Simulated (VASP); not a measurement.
**NiMoIrPdW: single point with PBEsol+D3(BJ)**

Crystal: NiMoIrPdW.

```
Ni Mo Pd Ir W
1.0
     2.71626    0.00000    0.00000
    -1.35813    2.35235    0.00000
     0.00000    0.00000   21.51691
Ni Mo Pd Ir W
2 2 2 2 2
Direct
  0.33333 0.66667 0.85295
  0.66667 0.33333 0.14705
  0.66667 0.33333 0.76239
  0.33333 0.66667 0.23761
  0.33333 0.66667 0.05242
  0.66667 0.33333 0.94758
  0.33333 0.66667 0.65945
  0.66667 0.33333 0.34055
  0.33333 0.66667 0.44383
  0.66667 0.33333 0.55617
```

- Program: VASP 6.6.1
- Task: single point
- Functional: PBEsol
- Dispersion: D3(BJ)
- Potentials or basis: VASP PAW PBE potentials, release 64 (Ni, Mo_sv, Pd, Ir, W_sv)
- Cutoff: 520 eV
- k mesh: 8 × 8 × 1
- Occupations: fermi-dirac, width 0.05 eV
- Spin: collinear spin, ferromagnetic start
- Starting moments: [1.0, 1.0, 1.0, 1.0, 0.0, 0.0, 0.6, 0.6, 0.0, 0.0] μB

```json
{"Pressure": "0.5 GPa", "Largest force": "0.028 eV/Å", "Band gap on the k mesh": "zero (filled and empty bands overlap)", "Net moment": "0.00 μB per cell", "Valence electrons inside the program's atomic spheres": "Ni 9.33; Mo 12.65; Pd 9.55; Ir 8.57; W 12.22", "Dispersion energy per atom": "-0.664 eV"}
```

Forces on the atoms (eV/Å):
```
Ni   0.000  0.000  0.028
Ni   0.000  0.000 -0.028
Mo   0.000  0.000  0.008
Mo   0.000  0.000 -0.008
Pd   0.000  0.000 -0.003
Pd   0.000  0.000  0.003
Ir   0.000  0.000  0.027
Ir   0.000  0.000 -0.027
W    0.000  0.000  0.026
W    0.000  0.000 -0.026
```

Stress tensor (GPa, compression positive):
```
0.55 0.00 0.00
0.00 0.55 0.00
0.00 0.00 0.44
```

Levels at points of the mesh, in eV from the Fermi level:
Spin up:
```tsv
k point	band 53	band 54	band 55	band 56	band 57	band 58	band 59	band 60	band 61	band 62
(0.00, 0.00, 0.00)	-1.51	-0.96	-0.96	-0.60	-0.59	-0.59	-0.22	-0.22	-0.18	-0.18
(0.50, 0.00, 0.00)	0.06	0.16	0.77	1.06	1.17	1.34	1.50	1.60	1.85	1.85
```
Spin down:
```csv
k point,band 54,band 55,band 56,band 57,band 58,band 59,band 60,band 61
"(0.00, 0.00, 0.00)",-0.96,-0.96,-0.60,-0.59,-0.59,-0.22,-0.22,-0.18
"(0.50, 0.00, 0.00)",0.16,0.77,1.06,1.17,1.34,1.50,1.60,1.85
```

It took 12 min on 1 thread of AMD EPYC 7R13 Processor (Zen 3), with other jobs on the host, peak memory 0.4 GiB.

Caveat: the PAW data sets were made with another functional, which shifts forces and pressure a little; spin-orbit coupling is left out, which moves the levels of the heavy elements.
